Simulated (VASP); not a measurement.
# GaN in VASP: single point with PBE

Aim: the single point of GaN with PBE.

Everything below comes from runs of VASP 6.6.1. Logs are shortened: lines on timing, memory, paths and dates and some standing lists are left out, and cuts for length are marked.

## 1. The cell of the first run

The cell holds a wire or tube with vacuum around it, 20 atoms: a = 17.200 Å, b = 17.600 Å, c = 3.212 Å, α = 90.00°, β = 90.00°, γ = 90.00°.

## 2. Single point, PBE

File INCAR:

```
  PREC = Accurate
  ENCUT = 520
  EDIFF = 1E-6
  ISMEAR = 0
  SIGMA = 0.05
  LREAL = Auto
  LASPH = T
  NELM = 60
  ALGO = Normal
  ISIF = 2
  LWAVE = F
  LCHARG = F
  GGA = PE
  NBANDS = 106
```

File KPOINTS:

```
Automatic mesh
0
Gamma
  1 1 14
```

File POSCAR:

```
GaN
1.0
   17.2000000000      0.0000000000      0.0000000000
    0.0000000000     17.6000000000      0.0000000000
    0.0000000000      0.0000000000      3.2121751216
Ga N
10 10
Direct
    0.7517827221      0.5523017499      0.5000000000
    0.6722393690      0.6869436715      0.0000000000
    0.5269064311      0.7501794645      0.5000000000
    0.3712961510      0.7178552054      1.0000000000
    0.2648463668      0.6023176624      0.5000000000
    0.2482172779      0.4476982501      1.0000000000
    0.3277606310      0.3130563285      0.5000000000
    0.4730935689      0.2498205355      1.0000000000
    0.6287038490      0.2821447946      0.5000000000
    0.7351536332      0.3976823376      1.0000000000
    0.7351536332      0.6023176624      0.0000000000
    0.6287038490      0.7178552054      0.5000000000
    0.4730935689      0.7501794645      1.0000000000
    0.3277606310      0.6869436715      0.5000000000
    0.2482172779      0.5523017499      0.0000000000
    0.2648463668      0.3976823376      0.5000000000
    0.3712961510      0.2821447946      1.0000000000
    0.5269064311      0.2498205355      0.5000000000
    0.6722393690      0.3130563285      1.0000000000
    0.7517827221      0.4476982501      0.5000000000
```

Potentials or basis: VASP PAW PBE potentials, release 64 (Ga_d, N).

Launch:

```bash
$ cat potpaw_PBE.64/Ga_d/POTCAR potpaw_PBE.64/N/POTCAR > POTCAR
$ mpirun -np 1 vasp_std > vasp.out
```

OUTCAR:

```text
PREC = Accurate
   ENCUT = 520
   EDIFF = 1E-6
   ISMEAR = 0
   LREAL = Auto
   LASPH = T
   NELM = 60
   ISIF = 2
   GGA = PE

 ion  position               nearest neighbor table
   1  0.752  0.552  0.500-  20 1.84  11 1.85  11 1.85
   2  0.672  0.687  0.000-  11 1.84  12 1.85  12 1.85
   3  0.527  0.750  0.500-  12 1.84  13 1.85  13 1.85
   4  0.371  0.718  0.000-  13 1.84  14 1.85  14 1.85
   5  0.265  0.602  0.500-  14 1.84  15 1.85  15 1.85
   6  0.248  0.448  0.000-  15 1.84  16 1.85  16 1.85
[... 12 lines left out ...]
  19  0.672  0.313  0.000-  10 1.84   9 1.85   9 1.85
  20  0.752  0.448  0.500-   1 1.84  10 1.85  10 1.85

  LATTYP: Found a simple orthorhombic cell.
 ALAT       =     3.2121751216
 B/A-ratio  =     5.3546271137
 C/A-ratio  =     5.4791533256

  Lattice vectors:

 A1 = (   0.0000000000,   0.0000000000,   3.2121751216)
 A2 = (  17.2000000000,   0.0000000000,   0.0000000000)
 A3 = (   0.0000000000,  17.6000000000,   0.0000000000)

Analysis of symmetry for initial positions (statically):
=====================================================================
 Subroutine PRICEL returns:
 Original cell was already a primitive cell.

 Routine SETGRP: Setting up the symmetry group for a
 simple orthorhombic supercell.

 Subroutine GETGRP returns: Found  4 space group operations
 (whereof  2 operations were pure point group operations)
 out of a pool of  8 trial point group operations.

The static configuration has the point symmetry C_1h.
 The point group associated with its full space group is C_2h.

Analysis of symmetry for dynamics (positions and initial velocities):
=====================================================================
 Subroutine PRICEL returns:
 Original cell was already a primitive cell.

 Routine SETGRP: Setting up the symmetry group for a
 simple orthorhombic supercell.

 Subroutine GETGRP returns: Found  4 space group operations
 (whereof  2 operations were pure point group operations)
 out of a pool of  8 trial point group operations.

The dynamic configuration has the point symmetry C_1h.
 The point group associated with its full space group is C_2h.

 Subroutine INISYM returns: Found  4 space group operations
 (whereof  2 operations are pure point group operations),
 and found     1 'primitive' translations

----------------------------------------------------------------------------------------

                                     Primitive cell

  volume of cell :     972.3897

  direct lattice vectors                    reciprocal lattice vectors
    17.200000000  0.000000000  0.000000000     0.058139535  0.000000000  0.000000000
     0.000000000 17.600000000  0.000000000     0.000000000  0.056818182  0.000000000
     0.000000000  0.000000000  3.212175122     0.000000000  0.000000000  0.311315530

  length of vectors
    17.200000000 17.600000000  3.212175122     0.058139535  0.056818182  0.311315530

  position of ions in fractional coordinates (direct lattice)
     0.751782722  0.552301750  0.500000000
     0.672239369  0.686943672  0.000000000
     0.526906431  0.750179465  0.500000000
     0.371296151  0.717855205  0.000000000
     0.264846367  0.602317662  0.500000000
     0.248217278  0.447698250  0.000000000
[... 12 lines left out ...]
     0.672239369  0.313056328  0.000000000
     0.751782722  0.447698250  0.500000000

  ion indices of the primitive-cell ions
   primitive index   ion index
                 1           1
                 2           2
                 3           3
                 4           4
                 5           5
                 6           6
[... 12 lines left out ...]
                19          19
                20          20

----------------------------------------------------------------------------------------

 KPOINTS: Automatic mesh

Automatic generation of k-mesh.
 Grid dimensions read from file:
 generate k-points for:    1    1   14

 Generating k-lattice:

  Cartesian coordinates                     Fractional coordinates (reciprocal lattice)
     0.058139535  0.000000000  0.000000000     1.000000000  0.000000000  0.000000000
     0.000000000  0.056818182  0.000000000     0.000000000  1.000000000  0.000000000
     0.000000000  0.000000000  0.022236824     0.000000000  0.000000000  0.071428571

  Length of vectors
     0.058139535  0.056818182  0.022236824

  Shift w.r.t. Gamma in fractional coordinates (k-lattice)
     0.000000000  0.000000000  0.000000000

 Subroutine IBZKPT returns following result:
 ===========================================

 Found      8 irreducible k-points:

 Following reciprocal coordinates:
            Coordinates               Weight
  0.000000  0.000000  0.000000      1.000000
  0.000000  0.000000  0.071429      2.000000
  0.000000  0.000000  0.142857      2.000000
  0.000000  0.000000  0.214286      2.000000
  0.000000  0.000000  0.285714      2.000000
  0.000000  0.000000  0.357143      2.000000
  0.000000  0.000000  0.428571      2.000000
  0.000000  0.000000  0.500000      1.000000
   k-points           NKPTS =      8   k-points in BZ     NKDIM =      8   number of bands    NBANDS=    106
   number of dos      NEDOS =    301   number of ions     NIONS =     20
   total plane-waves  NPLWV = 430080
   dimension x,y,z NGX =   128 NGY =  140 NGZ =   24
   dimension x,y,z NGXF=   256 NGYF=  280 NGZF=   48
   ions per type =              10  10
   NGX,Y,Z   is equivalent  to a cutoff of  12.37, 13.22, 12.42 a.u.
   NGXF,Y,Z  is equivalent  to a cutoff of  24.74, 26.45, 24.84 a.u.
 SYSTEM =  unknown system
   PREC   = accura    normal or accurate (medium, high low for compatibility)
   ISTART =      0    job   : 0-new  1-cont  2-samecut
   ICHARG =      2    charge: 1-file 2-atom 10-const
   ISPIN  =      1    spin polarized calculation?
   LNONCOLLINEAR =      F non collinear calculations
   LSORBIT =      F    spin-orbit coupling
   LASPH  =      T    aspherical Exc in radial PAW
   ENCUT  =  520.0 eV  38.22 Ry    6.18 a.u.  31.98 32.72  5.97*2*pi/ulx,y,z
   NELM   =     60;   NELMIN=  2; NELMDL= -5     # of ELM steps
   EDIFF  = 0.1E-05   stopping-criterion for ELM
   LREAL  =      T    real-space projection
   EDIFFG = 0.1E-04   stopping-criterion for IOM
   NSW    =      0    number of steps for IOM
   IBRION =     -1    ionic relax: 0-MD 1-quasi-New 2-CG
   NFREE  =      0    steps in history (QN), initial steepest desc. (CG)
   ISIF   =      2    stress and relaxation
   ISYM   =      2    0-nonsym 1-usesym 2-fastsym
   POTIM  = 0.5000    time-step for ionic-motion
   TEBEG  =    0.0;   TEEND  =   0.0 temperature during run
   PSTRESS=    0.0 pullay stress
   NELECT =     180.0000    total number of electrons
   NUPDOWN=      -1.0000    fix difference up-down
   EMIN   =  10.00;   EMAX   =-10.00  energy-range for DOS
   EFERMI =   0.00;   METHOD = LEGACY
   ISMEAR =     0;   SIGMA  =   0.05  broadening in eV -4-tet -1-fermi 0-gaus
   EFERMI_NEDOS =   21; number of points for ismear=-14 and -15
   IALGO  =     38    algorithm
   IMIX   =      4    mixing-type and parameters
     AMIX     =   0.40;   BMIX     =  1.00
     AMIX_MAG =   1.60;   BMIX_MAG =  1.00
  volume/ion in A,a.u.               =      48.62       328.10
  Fermi-wavevector in a.u.,A,eV,Ry     =   0.933008  1.763130 11.843935  0.870505
  Thomas-Fermi vector in A             =   2.059665
   LORBIT       =      0    0 simple, 1 ext, 2 COOP (PROOUT), +10 PAW based schemes
   GGA     = PE    functional components
   LHFCALC =     F    Hartree Fock is set to
   AEXX    =    0.0000 exact exchange contribution
   IVDW    =     0    specifies the selected vdW correction
   LEPSILON=     F    determine dielectric tensor
   LRPA    =     F    only Hartree local field effects (RPA)
 non-spin polarized calculation
 Gauss-broadening in eV      SIGMA  =   0.05
  energy-cutoff  :      520.00
  volume of cell :      972.39
 maximum number of plane-waves:     26288
 NGX is ok and might be reduce to   126
   NGX = 63   NGY = 65   NGZ = 11

 number of electron     180.0000059 magnetization

 Free energy of the ion-electron system (eV)
  ---------------------------------------------------
  ext. energy  EPLUGINS =         0.00000000
  ---------------------------------------------------
  free energy    TOTEN  =      -113.22371336 eV

  energy without entropy =     -113.22371336  energy(sigma->0) =     -113.22371336

 E-fermi :  -2.5397     XC(G=0):  -3.9454

 val. band max:       -2.7803995063   @ k =   0.0000   0.0000   0.2857
 cond. band min:      -0.8814753598   @ k =   0.0000   0.0000   0.0000
 fundamental gap:      1.8989241465
 Fermi energy:        -2.5397478784

 k-point     1 :       0.0000    0.0000    0.0000
  band No.  band energies     occupation
      1     -18.1584      2.00000
      2     -18.0877      2.00000
      3     -18.0876      2.00000
      4     -17.9130      2.00000
      5     -17.9129      2.00000
      6     -17.7262      2.00000
[... 94 lines left out ...]
    101       1.7108      0.00000
    102       2.1206      0.00000

 k-point     2 :       0.0000    0.0000    0.0714
  band No.  band energies     occupation
      1     -18.1292      2.00000
      2     -18.0609      2.00000
      3     -18.0608      2.00000
      4     -17.8923      2.00000
      5     -17.8923      2.00000
      6     -17.7121      2.00000
[... 619 lines left out ...]
    101       2.9514      0.00000
    102       3.1627      0.00000

 k-point     8 :       0.0000    0.0000    0.5000
  band No.  band energies     occupation
      1     -17.5452      2.00000
      2     -17.5452      2.00000
      3     -17.5451      2.00000
      4     -17.5451      2.00000
      5     -17.5345      2.00000
      6     -17.5345      2.00000
[... 94 lines left out ...]
    101       3.1642      0.00000
    102       3.1642      0.00000
 [bands above 102 left out]

------------------------ aborting loop because EDIFF is reached ----------------------------------------

  FORCE on cell =-STRESS in cart. coord.  units (eV):
  Direction    XX          YY          ZZ          XY          YZ          ZX
  --------------------------------------------------------------------------------------
  -------------------------------------------------------------------------------------
  Total        3.1408262      3.1440150      2.3646480      0.0026010      0.0000000      0.0000000
  in kB        5.1750454      5.1802995      3.8961597      0.0042856      0.0000000      0.0000000
  external PRESSURE =       4.7505015 kB  Pullay stress =       0.0000000 kB

 VOLUME and BASIS-vectors are now :
 -----------------------------------------------------------------------------
  energy-cutoff  :      520.00
  volume of cell :      972.39
      direct lattice vectors                 reciprocal lattice vectors
    17.200000000  0.000000000  0.000000000     0.058139535  0.000000000  0.000000000
     0.000000000 17.600000000  0.000000000     0.000000000  0.056818182  0.000000000
     0.000000000  0.000000000  3.212175122     0.000000000  0.000000000  0.311315530

 POSITION                                       TOTAL-FORCE (eV/Angst)
 -----------------------------------------------------------------------------------
     12.93066      9.72051      1.60609        -0.412677      0.158675      0.000000
     11.56252     12.09021      0.00000        -0.426709     -0.116770      0.000000
      9.06279     13.20316      1.60609        -0.277111     -0.343733      0.000000
      6.38629     12.63425      0.00000        -0.021076     -0.443744      0.000000
      4.55536     10.60079      1.60609         0.237881     -0.376845      0.000000
      4.26934      7.87949      0.00000         0.412677     -0.158675      0.000000
[... 12 lines left out ...]
     11.56252      5.50979      0.00000         0.167954     -0.548805      0.000000
     12.93066      7.87949      1.60609         0.458755     -0.346381      0.000000
 -----------------------------------------------------------------------------------
    total drift:                               -0.000000      0.000000     -0.000000

  FREE ENERGIE OF THE ION-ELECTRON SYSTEM (eV)
  ---------------------------------------------------
  free  energy   TOTEN  =      -113.2237133594 eV

  energy  without entropy=     -113.2237133594  energy(sigma->0) =     -113.22371336
```

It took 45 min on 1 thread of Oxide Virtual Turin-like, shared host; peak memory 1.1 GiB.

What came out:

| Property | Result |
| --- | --- |
| Free energy | -113.2237 eV |
| Largest force | 0.575 eV/Å |
| Band gap on the k mesh | 1.90 eV (least direct gap 2.18 eV) |

Forces on the atoms (eV/Å):
```
Ga  -0.413  0.159  0.000
Ga  -0.427 -0.117  0.000
Ga  -0.277 -0.344  0.000
Ga  -0.021 -0.444  0.000
Ga   0.238 -0.377  0.000
Ga   0.413 -0.159  0.000
Ga   0.427  0.117  0.000
Ga   0.277  0.344  0.000
Ga   0.021  0.444  0.000
Ga  -0.238  0.377  0.000
N    0.574 -0.010  0.000
N    0.470  0.329  0.000
N    0.187  0.543  0.000
N   -0.168  0.549  0.000
N   -0.459  0.346  0.000
N   -0.574  0.010  0.000
N   -0.470 -0.329  0.000
N   -0.187 -0.543  0.000
N    0.168 -0.549  0.000
N    0.459 -0.346  0.000
```

Levels at points of the mesh, in eV from the valence-band top:
```csv
k point,band 86,band 87,band 88,band 89,band 90,band 91,band 92,band 93,band 94,band 95
"(0.00, 0.00, 0.00)",-0.58,-0.58,-0.39,-0.37,-0.28,1.90,2.61,2.61,3.52,3.61
"(0.00, 0.00, 0.50)",-0.49,-0.43,-0.43,-0.43,-0.43,4.08,4.08,4.08,4.08,4.52
```
